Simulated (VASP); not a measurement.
# Al2Cu (P1) in VASP: single point with PBEsol

Aim: the single point of Al2Cu with PBEsol.

Everything below comes from runs of VASP 6.6.1. Logs are shortened: lines on timing, memory, paths and dates and some standing lists are left out, and cuts for length are marked.

### 1 The cell of the first run

The typed cell holds 3 atoms: a = 4.087 Å, b = 4.103 Å, c = 2.909 Å, α = 89.50°, β = 90.28°, γ = 89.96°.

### 2 Single point, PBEsol

Input file INCAR:

```
PREC = Accurate
ENCUT = 820
EDIFF = 1E-6
ISMEAR = 0
SIGMA = 0.1
LREAL = False
LASPH = True
NELM = 120
ALGO = Normal
ISIF = 2
LWAVE = False
LCHARG = False
GGA = PS
NBANDS = 20
GGA_COMPAT = False
```

Input file KPOINTS:

```
Automatic mesh
0
Gamma
  1 1 1
```

Input file POSCAR:

```
Al2Cu
1.0
    4.0866984621      0.0013549814     -0.0100177851
    0.0013549814      4.1025583957      0.0178365925
   -0.0070556074      0.0125624568      2.9085422956
Al Cu
2 1
Direct
    0.4687560276      0.0117958310      0.4766540501
    0.0213922591      0.5074259987      0.4270045301
    0.0251393845      0.0352885078      0.0181625366
```

Potentials or basis: VASP PAW PBE potentials, release 64 (Al, Cu_sv_GW).

On the command line:

```sh
$ cat potpaw_PBE.64/Al/POTCAR potpaw_PBE.64/Cu_sv_GW/POTCAR > POTCAR
$ mpirun -np 1 vasp_gam > vasp.out
```

OUTCAR:

```text
PREC = Accurate
   ENCUT = 820
   EDIFF = 1E-6
   ISMEAR = 0
   LREAL = False
   LASPH = True
   NELM = 120
   ISIF = 2
   GGA = PS

 ion  position               nearest neighbor table
   1  0.469  0.012  0.477-   3 2.25   3 2.41   3 2.64   2 2.74   3 2.76   2 2.77   2 3.04   2 3.07

   2  0.021  0.507  0.427-   3 2.28   3 2.46   3 2.58   1 2.74   1 2.77   3 2.78   1 3.04   1 3.07

   3  0.025  0.035  0.018-   1 2.25   2 2.28   1 2.41   2 2.46   2 2.58   1 2.64   1 2.76   2 2.78

  LATTYP: Found a triclinic cell.
 ALAT       =     2.9085779828
 B/A-ratio  =     1.7360885874
 C/A-ratio  =     1.4050546312
 COS(alpha) =     0.0022793445
 COS(beta)  =     0.0048756307
 COS(gamma) =     0.5830481950

  Lattice vectors:

 A1 = (  -0.0070556074,   0.0125624568,   2.9085422956)
 A2 = (  -0.0057006260,   4.1151208525,   2.9263788881)
 A3 = (  -4.0866984621,  -0.0013549814,   0.0100177851)

Analysis of symmetry for initial positions (statically):
=====================================================================
 Subroutine PRICEL returns:
 Original cell was already a primitive cell.

 Routine SETGRP: Setting up the symmetry group for a
 triclinic supercell.

 Subroutine GETGRP returns: Found  1 space group operations
 (whereof  1 operations were pure point group operations)
 out of a pool of  2 trial point group operations.

The static configuration has the point symmetry C_1 .

Analysis of symmetry for dynamics (positions and initial velocities):
=====================================================================
 Subroutine PRICEL returns:
 Original cell was already a primitive cell.

 Routine SETGRP: Setting up the symmetry group for a
 triclinic supercell.

 Subroutine GETGRP returns: Found  1 space group operations
 (whereof  1 operations were pure point group operations)
 out of a pool of  2 trial point group operations.

The dynamic configuration has the point symmetry C_1 .

 Subroutine INISYM returns: Found  1 space group operations
 (whereof  1 operations are pure point group operations),
 and found     1 'primitive' translations

----------------------------------------------------------------------------------------

                                     Primitive cell

  volume of cell :      48.7632

  direct lattice vectors                    reciprocal lattice vectors
     4.086698462  0.001354981 -0.010017785     0.244697785 -0.000083400  0.000593954
     0.001354981  4.102558396  0.017836593    -0.000083400  0.243754945 -0.001053019
    -0.007055607  0.012562457  2.908542296     0.000843315 -0.001495111  0.343823342

  length of vectors
     4.086710965  4.102597393  2.908577983     0.244698520  0.243757234  0.343827627

  position of ions in fractional coordinates (direct lattice)
     0.468756028  0.011795831  0.476654050
     0.021392259  0.507425999  0.427004530
     0.025139385  0.035288508  0.018162537

  ion indices of the primitive-cell ions
   primitive index   ion index
                 1           1
                 2           2
                 3           3

----------------------------------------------------------------------------------------

 KPOINTS: Automatic mesh

Automatic generation of k-mesh.
 Grid dimensions read from file:
 generate k-points for:    1    1    1

 Generating k-lattice:

  Cartesian coordinates                     Fractional coordinates (reciprocal lattice)
     0.244697785 -0.000083400  0.000593954     1.000000000  0.000000000  0.000000000
    -0.000083400  0.243754945 -0.001053019     0.000000000  1.000000000  0.000000000
     0.000843315 -0.001495111  0.343823342     0.000000000  0.000000000  1.000000000

  Length of vectors
     0.244698520  0.243757234  0.343827627

  Shift w.r.t. Gamma in fractional coordinates (k-lattice)
     0.000000000  0.000000000  0.000000000

 Subroutine IBZKPT returns following result:
 ===========================================

 Found      1 irreducible k-points:

 Following reciprocal coordinates:
            Coordinates               Weight
  0.000000  0.000000  0.000000      1.000000
   k-points           NKPTS =      1   k-points in BZ     NKDIM =      1   number of bands    NBANDS=     20
   number of dos      NEDOS =    301   number of ions     NIONS =      3
   total plane-waves  NPLWV =  44800
   dimension x,y,z NGX =    40 NGY =   40 NGZ =   28
   dimension x,y,z NGXF=    80 NGYF=   80 NGZF=   56
   ions per type =               2   1
   NGX,Y,Z   is equivalent  to a cutoff of  16.27, 16.21, 16.00 a.u.
   NGXF,Y,Z  is equivalent  to a cutoff of  32.54, 32.42, 32.01 a.u.
 SYSTEM =  unknown system
   PREC   = accura    normal or accurate (medium, high low for compatibility)
   ISTART =      0    job   : 0-new  1-cont  2-samecut
   ICHARG =      2    charge: 1-file 2-atom 10-const
   ISPIN  =      1    spin polarized calculation?
   LNONCOLLINEAR =      F non collinear calculations
   LSORBIT =      F    spin-orbit coupling
   LASPH  =      T    aspherical Exc in radial PAW
   ENCUT  =  820.0 eV  60.27 Ry    7.76 a.u.   9.54  9.58  6.79*2*pi/ulx,y,z
   NELM   =    120;   NELMIN=  2; NELMDL= -5     # of ELM steps
   EDIFF  = 0.1E-05   stopping-criterion for ELM
   LREAL  =      F    real-space projection
   EDIFFG = 0.1E-04   stopping-criterion for IOM
   NSW    =      0    number of steps for IOM
   IBRION =     -1    ionic relax: 0-MD 1-quasi-New 2-CG
   NFREE  =      0    steps in history (QN), initial steepest desc. (CG)
   ISIF   =      2    stress and relaxation
   ISYM   =      2    0-nonsym 1-usesym 2-fastsym
   POTIM  = 0.5000    time-step for ionic-motion
   TEBEG  =    0.0;   TEEND  =   0.0 temperature during run
   PSTRESS=    0.0 pullay stress
   NELECT =      25.0000    total number of electrons
   NUPDOWN=      -1.0000    fix difference up-down
   EMIN   =  10.00;   EMAX   =-10.00  energy-range for DOS
   EFERMI =   0.00;   METHOD = LEGACY
   ISMEAR =     0;   SIGMA  =   0.10  broadening in eV -4-tet -1-fermi 0-gaus
   EFERMI_NEDOS =   21; number of points for ismear=-14 and -15
   IALGO  =     38    algorithm
   IMIX   =      4    mixing-type and parameters
     AMIX     =   0.40;   BMIX     =  1.00
     AMIX_MAG =   1.60;   BMIX_MAG =  1.00
  volume/ion in A,a.u.               =      16.25       109.69
  Fermi-wavevector in a.u.,A,eV,Ry     =   1.310260  2.476033 23.358230  1.716782
  Thomas-Fermi vector in A             =   2.440803
   LORBIT       =      0    0 simple, 1 ext, 2 COOP (PROOUT), +10 PAW based schemes
   GGA     = PS    functional components
   LHFCALC =     F    Hartree Fock is set to
   AEXX    =    0.0000 exact exchange contribution
   IVDW    =     0    specifies the selected vdW correction
   LEPSILON=     F    determine dielectric tensor
   LRPA    =     F    only Hartree local field effects (RPA)
 non-spin polarized calculation
 Gauss-broadening in eV      SIGMA  =   0.10
  energy-cutoff  :      820.00
  volume of cell :       48.76
 maximum number of plane-waves:      1312
 NGX is ok and might be reduce to    40
   NGX = 19   NGY = 19   NGZ = 13

 number of electron      25.0000009 magnetization

 Free energy of the ion-electron system (eV)
  ---------------------------------------------------
  ext. energy  EPLUGINS =         0.00000000
  ---------------------------------------------------
  free energy    TOTEN  =       -12.56617540 eV

  energy without entropy =      -12.50975644  energy(sigma->0) =      -12.53796592

 E-fermi :   7.0771     XC(G=0): -10.5258

 val. band max:        7.0770565247   @ k =   0.0000   0.0000   0.0000
 cond. band min:       7.8805033960   @ k =   0.0000   0.0000   0.0000
 fundamental gap:      0.8034468713
 Fermi energy:         7.0770565247

 k-point     1 :       0.0000    0.0000    0.0000
  band No.  band energies     occupation
      1    -106.9953      2.00000
      2     -64.5658      2.00000
      3     -64.4840      2.00000
      4     -64.4684      2.00000
      5      -3.4282      2.00000
      6       1.5118      2.00000
      7       1.7982      2.00000
      8       2.5490      2.00000
      9       2.7020      2.00000
     10       2.7362      2.00000
     11       4.7709      2.00000
     12       4.9478      2.00000
     13       7.0771      1.00000
     14       7.8805      0.00000
     15      12.8879      0.00000
     16      13.4063      0.00000
     17      13.4271      0.00000
     18      14.2363      0.00000
     19      14.3128      0.00000
     20      18.8798      0.00000

------------------------ aborting loop because EDIFF is reached ----------------------------------------

  FORCE on cell =-STRESS in cart. coord.  units (eV):
  Direction    XX          YY          ZZ          XY          YZ          ZX
  --------------------------------------------------------------------------------------
  -------------------------------------------------------------------------------------
  Total       14.6013136     16.1871189    -28.1273285     -0.2152075      0.3183662      0.9053627
  in kB      479.7451016    531.8487929   -924.1598727     -7.0709228     10.4603346     29.7468652
  external PRESSURE =      29.1446739 kB  Pullay stress =       0.0000000 kB

 VOLUME and BASIS-vectors are now :
 -----------------------------------------------------------------------------
  energy-cutoff  :      820.00
  volume of cell :       48.76
      direct lattice vectors                 reciprocal lattice vectors
     4.086698462  0.001354981 -0.010017785     0.244697785 -0.000083400  0.000593954
     0.001354981  4.102558396  0.017836593    -0.000083400  0.243754945 -0.001053019
    -0.007055607  0.012562457  2.908542296     0.000843315 -0.001495111  0.343823342

 POSITION                                       TOTAL-FORCE (eV/Angst)
 -----------------------------------------------------------------------------------
      1.91232      0.05502      1.38188         2.702479     -0.062304      0.713099
      0.08510      2.08714      1.25080        -1.132693      0.904530      0.993774
      0.10266      0.14504      0.05320        -1.569786     -0.842226     -1.706872
 -----------------------------------------------------------------------------------
    total drift:                               -0.000376      0.000789     -0.000421

  FREE ENERGIE OF THE ION-ELECTRON SYSTEM (eV)
  ---------------------------------------------------
  free  energy   TOTEN  =       -12.5661754006 eV

  energy  without entropy=      -12.5097564423  energy(sigma->0) =      -12.53796592
```

It took 11 s on 1 thread of Intel Xeon Platinum 8259CL at 2.50GHz (Skylake/Cascade Lake), shared host; peak memory 0.2 GiB.

Results:

* Free energy: -12.5662 eV
* Pressure: 2.9 GPa
* Largest force: 2.796 eV/Å
* Band gap on the k mesh: zero (an odd number of electrons rules out a gap without spin polarisation)

Forces in eV/Å, atoms in the order of the input:
```
Al   2.702 -0.062  0.713
Al  -1.133  0.905  0.994
Cu  -1.570 -0.842 -1.707
```

Stress tensor (GPa, compression positive):
```
 47.97  -0.71   2.97
 -0.71  53.18   1.05
  2.97   1.05 -92.42
```

Levels at points of the mesh, in eV from the Fermi level:
| k point | band 10 | band 11 | band 12 | band 13 | band 14 | band 15 |
| --- | --- | --- | --- | --- | --- | --- |
| (0.00, 0.00, 0.00) | -4.34 | -2.31 | -2.13 | 0.00 | 0.80 | 5.81 |

Caveat: the k points lie up to 2.16 Å⁻¹ apart, too coarse for converged energies and pressures of a metal; the PAW data sets were made with another functional, which shifts forces and pressure a little.

The gap in the log of VASP goes by the Fermi energy; the results here count the filled bands.